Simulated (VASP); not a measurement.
A run of VASP 6.6.1:

The input POSCAR:

```
Al
1.0
    2.8221979698      0.0000000000      0.0000000000
    0.0000000000     10.4728290035      0.0000000000
    1.4110989849      1.1407807830      2.1615319199
Al
4
Direct
    0.0000000000      0.0000000000      0.0000000000
    0.0833333333      0.7500000000      0.8333333333
    0.5000000000      0.5000000000      0.0000000000
    0.9166666667      0.2500000000      0.1666666667
```

File INCAR.step1:

```
SYSTEM = Al
  ALGO = Normal
  EDIFF = 1E-4
  ENCUT = 520
  GGA = PE
  ISMEAR = 0
  ISYM = 0
  LASPH = .TRUE.
  LCHARG = .FALSE.
  LREAL = .FALSE.
  LWAVE = .TRUE.
  NBANDS = 14
  NELM = 80
  PREC = Accurate
  SIGMA = 0.1
```

File INCAR.step2:

```
SYSTEM = Al
  ALGO = Normal
  EDIFF = 1E-6
  ENCUT = 520
  ISIF = 2
  ISMEAR = 0
  ISTART = 1
  ISYM = 0
  LASPH = .TRUE.
  LCHARG = .FALSE.
  LMIXTAU = .TRUE.
  LREAL = .FALSE.
  LWAVE = .FALSE.
  METAGGA = R2SCAN
  NBANDS = 14
  NELM = 80
  PREC = Accurate
  SIGMA = 0.1
```

The input KPOINTS:

```
k-points
0
G
  12 4 16
  0 0 0
```

Potentials or basis: VASP PAW PBE potentials, release 64 (Al).

Run with:

```sh
$ cat potpaw_PBE.64/Al/POTCAR > POTCAR
$ cp INCAR.step1 INCAR
$ mpirun -np 1 vasp_std > vasp.out
$ cp INCAR.step2 INCAR
$ mpirun -np 1 vasp_std > vasp.out
```

Hardware: 1 thread of Intel Xeon 8259CL, on a shared host.

Q: Estimate the wall time of this run.

A: It took 20 min on 1 thread of Intel Xeon 8259CL, with other jobs on the host, peak memory 0.39 GiB. Counts: k points 388.
